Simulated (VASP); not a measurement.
# AgCl (F-43m) in VASP: further runs

The runs below take AgCl through single point, with PBE.

All numbers are computed with VASP 6.6.1; they aren't measurements. Logs are shortened: lines on timing, memory, paths and dates and some standing lists are left out, and cuts for length are marked.

## 1. The cell of the first run

The structure is cubic, space group F-43m (No. 216). Conventional cell: a = 6.059 Å, b = 6.059 Å, c = 6.059 Å, α = 90.00°, β = 90.00°, γ = 90.00°. Ag (site symmetry -43m) has 4 Cl at 2.62 Å within 3.5 Å. Within 3.5 Å of Cl (site symmetry -43m) lie 4 Ag at 2.62 Å.

## 2. Single point, PBE

File INCAR:

```
SYSTEM = AgCl
ALGO     = Normal         ! electronic algorithm
EDIFF    = 1E-6           ! SCF threshold, eV
ENCUT    = 520            ! plane-wave cutoff, eV
GGA      = PE             ! functional
ISIF     = 2              ! what is computed and relaxed
ISMEAR   = 0              ! smearing method
LASPH    = .TRUE.         ! aspherical terms in the spheres
LCHARG   = .FALSE.        ! write CHGCAR
LREAL    = .FALSE.        ! projectors in reciprocal space
LWAVE    = .FALSE.        ! write WAVECAR
NBANDS   = 16             ! bands
NELM     = 80             ! most SCF steps
PREC     = Accurate       ! precision mode
SIGMA    = 0.01           ! smearing width, eV
```

File KPOINTS:

```
k-points
0
G
  6 6 6
  0 0 0
```

File POSCAR:

```
AgCl
1.0
    0.0000000000      3.0293613541      3.0293613541
    3.0293613541      0.0000000000      3.0293613541
    3.0293613541      3.0293613541      0.0000000000
Ag Cl
1 1
Direct
    0.0000000000      0.0000000000      0.0000000000
    0.2500000000      0.2500000000      0.2500000000
```

Potentials or basis: VASP PAW PBE potentials, release 64 (Ag, Cl).

The run is started by

```console
$ cat potpaw_PBE.64/Ag/POTCAR potpaw_PBE.64/Cl/POTCAR > POTCAR
$ mpirun -np 1 vasp_std > vasp.out
```

OUTCAR:

```text
SYSTEM = AgCl
   EDIFF = 1E-6
   ENCUT = 520
   GGA = PE
   ISIF = 2
   ISMEAR = 0
   LASPH = .TRUE.
   LREAL = .FALSE.
   NELM = 80
   PREC = Accurate

 ion  position               nearest neighbor table
   1  0.000  0.000  0.000-   2 2.62   2 2.62   2 2.62   2 2.62
   2  0.250  0.250  0.250-   1 2.62   1 2.62   1 2.62   1 2.62

  LATTYP: Found a face centered cubic cell.
 ALAT       =     6.0587227082

  Lattice vectors:

 A1 = (   0.0000000000,   3.0293613541,   3.0293613541)
 A2 = (   3.0293613541,   0.0000000000,   3.0293613541)
 A3 = (   3.0293613541,   3.0293613541,   0.0000000000)

Analysis of symmetry for initial positions (statically):
=====================================================================
 Subroutine PRICEL returns:
 Original cell was already a primitive cell.

 Routine SETGRP: Setting up the symmetry group for a
 face centered cubic supercell.

 Subroutine GETGRP returns: Found 24 space group operations
 (whereof 24 operations were pure point group operations)
 out of a pool of 48 trial point group operations.

The static configuration has the point symmetry T_d .

Analysis of symmetry for dynamics (positions and initial velocities):
=====================================================================
 Subroutine PRICEL returns:
 Original cell was already a primitive cell.

 Routine SETGRP: Setting up the symmetry group for a
 face centered cubic supercell.

 Subroutine GETGRP returns: Found 24 space group operations
 (whereof 24 operations were pure point group operations)
 out of a pool of 48 trial point group operations.

The dynamic configuration has the point symmetry T_d .

 Subroutine INISYM returns: Found 24 space group operations
 (whereof 24 operations are pure point group operations),
 and found     1 'primitive' translations

----------------------------------------------------------------------------------------

                                     Primitive cell

  volume of cell :      55.6011

  direct lattice vectors                    reciprocal lattice vectors
     0.000000000  3.029361354  3.029361354    -0.165051290  0.165051290  0.165051290
     3.029361354  0.000000000  3.029361354     0.165051290 -0.165051290  0.165051290
     3.029361354  3.029361354  0.000000000     0.165051290  0.165051290 -0.165051290

  length of vectors
     4.284163912  4.284163912  4.284163912     0.285877220  0.285877220  0.285877220

  position of ions in fractional coordinates (direct lattice)
     0.000000000  0.000000000  0.000000000
     0.250000000  0.250000000  0.250000000

  ion indices of the primitive-cell ions
   primitive index   ion index
                 1           1
                 2           2

----------------------------------------------------------------------------------------

 KPOINTS: k-points

Automatic generation of k-mesh.
 Grid dimensions read from file:
 generate k-points for:    6    6    6

 Generating k-lattice:

  Cartesian coordinates                     Fractional coordinates (reciprocal lattice)
    -0.027508548  0.027508548  0.027508548     0.166666667  0.000000000  0.000000000
     0.027508548 -0.027508548  0.027508548     0.000000000  0.166666667  0.000000000
     0.027508548  0.027508548 -0.027508548     0.000000000  0.000000000  0.166666667

  Length of vectors
     0.047646203  0.047646203  0.047646203

  Shift w.r.t. Gamma in fractional coordinates (k-lattice)
     0.000000000  0.000000000  0.000000000

 Subroutine IBZKPT returns following result:
 ===========================================

 Found     16 irreducible k-points:

 Following reciprocal coordinates:
            Coordinates               Weight
  0.000000  0.000000  0.000000      1.000000
  0.166667  0.000000  0.000000      8.000000
  0.333333  0.000000  0.000000      8.000000
  0.500000  0.000000  0.000000      4.000000
  0.166667  0.166667  0.000000      6.000000
  0.333333  0.166667  0.000000     24.000000
[... 8 lines left out ...]
 -0.333333  0.333333  0.166667     24.000000
 -0.333333  0.500000  0.166667     12.000000
   k-points           NKPTS =     16   k-points in BZ     NKDIM =     16   number of bands    NBANDS=     16
   number of dos      NEDOS =    301   number of ions     NIONS =      2
   total plane-waves  NPLWV =  32768
   dimension x,y,z NGX =    32 NGY =   32 NGZ =   32
   dimension x,y,z NGXF=    64 NGYF=   64 NGZF=   64
   ions per type =               1   1
   NGX,Y,Z   is equivalent  to a cutoff of  12.42, 12.42, 12.42 a.u.
   NGXF,Y,Z  is equivalent  to a cutoff of  24.84, 24.84, 24.84 a.u.
 SYSTEM =  AgCl
   PREC   = accura    normal or accurate (medium, high low for compatibility)
   ISTART =      0    job   : 0-new  1-cont  2-samecut
   ICHARG =      2    charge: 1-file 2-atom 10-const
   ISPIN  =      1    spin polarized calculation?
   LNONCOLLINEAR =      F non collinear calculations
   LSORBIT =      F    spin-orbit coupling
   LASPH  =      T    aspherical Exc in radial PAW
   ENCUT  =  520.0 eV  38.22 Ry    6.18 a.u.   7.97  7.97  7.97*2*pi/ulx,y,z
   NELM   =     80;   NELMIN=  2; NELMDL= -5     # of ELM steps
   EDIFF  = 0.1E-05   stopping-criterion for ELM
   LREAL  =      F    real-space projection
   EDIFFG = 0.1E-04   stopping-criterion for IOM
   NSW    =      0    number of steps for IOM
   IBRION =     -1    ionic relax: 0-MD 1-quasi-New 2-CG
   NFREE  =      0    steps in history (QN), initial steepest desc. (CG)
   ISIF   =      2    stress and relaxation
   ISYM   =      2    0-nonsym 1-usesym 2-fastsym
   POTIM  = 0.5000    time-step for ionic-motion
   TEBEG  =    0.0;   TEEND  =   0.0 temperature during run
   PSTRESS=    0.0 pullay stress
   NELECT =      18.0000    total number of electrons
   NUPDOWN=      -1.0000    fix difference up-down
   EMIN   =  10.00;   EMAX   =-10.00  energy-range for DOS
   EFERMI =   0.00;   METHOD = LEGACY
   ISMEAR =     0;   SIGMA  =   0.01  broadening in eV -4-tet -1-fermi 0-gaus
   EFERMI_NEDOS =   21; number of points for ismear=-14 and -15
   IALGO  =     38    algorithm
   IMIX   =      4    mixing-type and parameters
     AMIX     =   0.40;   BMIX     =  1.00
     AMIX_MAG =   1.60;   BMIX_MAG =  1.00
  volume/ion in A,a.u.               =      27.80       187.61
  Fermi-wavevector in a.u.,A,eV,Ry     =   1.124099  2.124239 17.192304  1.263599
  Thomas-Fermi vector in A             =   2.260769
   LORBIT       =      0    0 simple, 1 ext, 2 COOP (PROOUT), +10 PAW based schemes
   GGA     = PE    functional components
   LHFCALC =     F    Hartree Fock is set to
   AEXX    =    0.0000 exact exchange contribution
   IVDW    =     0    specifies the selected vdW correction
   LEPSILON=     F    determine dielectric tensor
   LRPA    =     F    only Hartree local field effects (RPA)
 non-spin polarized calculation
 Gauss-broadening in eV      SIGMA  =   0.01
  energy-cutoff  :      520.00
  volume of cell :       55.60
 maximum number of plane-waves:      1524
   NGX = 15   NGY = 15   NGZ = 15

 number of electron      17.9999995 magnetization

 Free energy of the ion-electron system (eV)
  ---------------------------------------------------
  ext. energy  EPLUGINS =         0.00000000
  ---------------------------------------------------
  free energy    TOTEN  =        -5.45297884 eV

  energy without entropy =       -5.45297884  energy(sigma->0) =       -5.45297884

 E-fermi :   1.4437     XC(G=0):  -8.3706

 val. band max:        1.4010416424   @ k =   0.0000   0.0000   0.0000
 cond. band min:       2.6942819134   @ k =   0.0000   0.0000   0.0000
 fundamental gap:      1.2932402710
 Fermi energy:         1.4437168526

 k-point     1 :       0.0000    0.0000    0.0000
  band No.  band energies     occupation
      1     -13.2635      2.00000
      2      -2.4807      2.00000
      3      -2.4807      2.00000
      4      -2.4807      2.00000
      5      -0.6138      2.00000
      6      -0.6138      2.00000
[... 8 lines left out ...]
     15      14.0033      0.00000
     16      14.0885      0.00000

 k-point     2 :       0.1667    0.0000    0.0000
  band No.  band energies     occupation
      1     -13.2235      2.00000
      2      -2.5406      2.00000
      3      -2.4324      2.00000
      4      -2.4324      2.00000
      5      -0.6185      2.00000
      6      -0.6185      2.00000
[... 8 lines left out ...]
     15      13.2970      0.00000
     16      14.2409      0.00000

 k-point     3 :       0.3333    0.0000    0.0000
  band No.  band energies     occupation
      1     -13.1423      2.00000
      2      -2.5760      2.00000
      3      -2.3399      2.00000
      4      -2.3399      2.00000
      5      -0.5926      2.00000
      6      -0.5926      2.00000
[... 8 lines left out ...]
     15      13.5416      0.00000
     16      13.5416      0.00000

 k-point     4 :       0.5000    0.0000    0.0000
  band No.  band energies     occupation
      1     -13.1011      2.00000
      2      -2.5378      2.00000
      3      -2.2970      2.00000
      4      -2.2970      2.00000
      5      -0.5535      2.00000
      6      -0.5535      2.00000
[... 8 lines left out ...]
     15      14.7376      0.00000
     16      14.7376      0.00000

 k-point     5 :       0.1667    0.1667    0.0000
  band No.  band energies     occupation
      1     -13.2103      2.00000
      2      -2.6024      2.00000
      3      -2.3894      2.00000
      4      -2.3894      2.00000
      5      -0.6677      2.00000
      6      -0.5798      2.00000
[... 8 lines left out ...]
     15      14.0742      0.00000
     16      15.9363      0.00000

 k-point     6 :       0.3333    0.1667    0.0000
  band No.  band energies     occupation
      1     -13.1430      2.00000
      2      -2.6410      2.00000
      3      -2.3066      2.00000
      4      -2.2858      2.00000
      5      -0.6720      2.00000
      6      -0.5489      2.00000
[... 8 lines left out ...]
     15      14.1472      0.00000
     16      15.2745      0.00000

 k-point     7 :       0.5000    0.1667    0.0000
  band No.  band energies     occupation
      1     -13.0884      2.00000
      2      -2.5224      2.00000
      3      -2.2873      2.00000
      4      -2.2305      2.00000
      5      -0.6045      2.00000
      6      -0.5451      2.00000
[... 8 lines left out ...]
     15      14.7870      0.00000
     16      14.9404      0.00000

 k-point     8 :      -0.3333    0.1667    0.0000
  band No.  band energies     occupation
      1     -13.1020      2.00000
      2      -2.4872      2.00000
      3      -2.3385      2.00000
      4      -2.2748      2.00000
      5      -0.6193      2.00000
      6      -0.5674      2.00000
[... 8 lines left out ...]
     15      14.0154      0.00000
     16      14.8996      0.00000

 k-point     9 :      -0.1667    0.1667    0.0000
  band No.  band energies     occupation
      1     -13.1698      2.00000
      2      -2.5732      2.00000
      3      -2.3739      2.00000
      4      -2.3631      2.00000
      5      -0.6534      2.00000
      6      -0.5747      2.00000
[... 8 lines left out ...]
     15      13.6481      0.00000
     16      15.5283      0.00000

 k-point    10 :       0.3333    0.3333    0.0000
  band No.  band energies     occupation
      1     -13.1031      2.00000
      2      -2.7618      2.00000
      3      -2.1535      2.00000
      4      -2.1535      2.00000
      5      -0.7050      2.00000
      6      -0.5109      2.00000
[... 8 lines left out ...]
     15      14.2425      0.00000
     16      16.7563      0.00000

 k-point    11 :       0.5000    0.3333    0.0000
  band No.  band energies     occupation
      1     -13.0625      2.00000
      2      -2.6984      2.00000
      3      -2.0830      2.00000
      4      -2.0785      2.00000
      5      -0.6063      2.00000
      6      -0.5125      2.00000
[... 8 lines left out ...]
     15      14.7718      0.00000
     16      15.3902      0.00000

 k-point    12 :      -0.3333    0.3333    0.0000
  band No.  band energies     occupation
      1     -13.0622      2.00000
      2      -2.4972      2.00000
      3      -2.2069      2.00000
      4      -2.1469      2.00000
      5      -0.7054      2.00000
      6      -0.5860      2.00000
[... 8 lines left out ...]
     15      13.8911      0.00000
     16      16.0084      0.00000

 k-point    13 :       0.5000    0.5000    0.0000
  band No.  band energies     occupation
      1     -13.0493      2.00000
      2      -2.8020      2.00000
      3      -1.9896      2.00000
      4      -1.9896      2.00000
      5      -0.5647      2.00000
      6      -0.4760      2.00000
[... 8 lines left out ...]
     15      14.3440      0.00000
     16      15.4231      0.00000

 k-point    14 :       0.5000    0.3333    0.1667
  band No.  band energies     occupation
      1     -13.0892      2.00000
      2      -2.5919      2.00000
      3      -2.2705      2.00000
      4      -2.1555      2.00000
      5      -0.6414      2.00000
      6      -0.5498      2.00000
[... 8 lines left out ...]
     15      14.7459      0.00000
     16      15.0285      0.00000

 k-point    15 :      -0.3333    0.3333    0.1667
  band No.  band energies     occupation
      1     -13.0622      2.00000
      2      -2.4400      2.00000
      3      -2.3431      2.00000
      4      -2.0743      2.00000
      5      -0.6788      2.00000
      6      -0.5381      2.00000
[... 8 lines left out ...]
     15      14.2683      0.00000
     16      15.1842      0.00000

 k-point    16 :      -0.3333    0.5000    0.1667
  band No.  band energies     occupation
      1     -13.0491      2.00000
      2      -2.6058      2.00000
      3      -2.1730      2.00000
      4      -1.9833      2.00000
      5      -0.6147      2.00000
      6      -0.4333      2.00000
[... 8 lines left out ...]
     15      14.8659      0.00000
     16      14.9241      0.00000

------------------------ aborting loop because EDIFF is reached ----------------------------------------

  FORCE on cell =-STRESS in cart. coord.  units (eV):
  Direction    XX          YY          ZZ          XY          YZ          ZX
  --------------------------------------------------------------------------------------
  -------------------------------------------------------------------------------------
  Total       -0.0327089     -0.0327089     -0.0327089     -0.0000000     -0.0000000     -0.0000000
  in kB       -0.9425273     -0.9425273     -0.9425273     -0.0000000     -0.0000000     -0.0000000
  external PRESSURE =      -0.9425273 kB  Pullay stress =       0.0000000 kB

 VOLUME and BASIS-vectors are now :
 -----------------------------------------------------------------------------
  energy-cutoff  :      520.00
  volume of cell :       55.60
      direct lattice vectors                 reciprocal lattice vectors
     0.000000000  3.029361354  3.029361354    -0.165051290  0.165051290  0.165051290
     3.029361354  0.000000000  3.029361354     0.165051290 -0.165051290  0.165051290
     3.029361354  3.029361354  0.000000000     0.165051290  0.165051290 -0.165051290

 POSITION                                       TOTAL-FORCE (eV/Angst)
 -----------------------------------------------------------------------------------
      0.00000      0.00000      0.00000        -0.000000     -0.000000     -0.000000
      1.51468      1.51468      1.51468         0.000000      0.000000      0.000000
 -----------------------------------------------------------------------------------
    total drift:                               -0.000000     -0.000000     -0.000000

  FREE ENERGIE OF THE ION-ELECTRON SYSTEM (eV)
  ---------------------------------------------------
  free  energy   TOTEN  =        -5.4529788418 eV

  energy  without entropy=       -5.4529788418  energy(sigma->0) =       -5.45297884
```

Wall time 8.4 s (1 thread of AMD EPYC 9R45 (Zen 5), shared host); peak memory 0.15 GiB.

Results:

* Free energy: -5.4530 eV
* Pressure: -0.1 GPa
* Band gap on the k mesh: 1.29 eV, direct

PBE gaps usually lie below the measured ones, often by a third to a half.

[end of part 1 of 2]
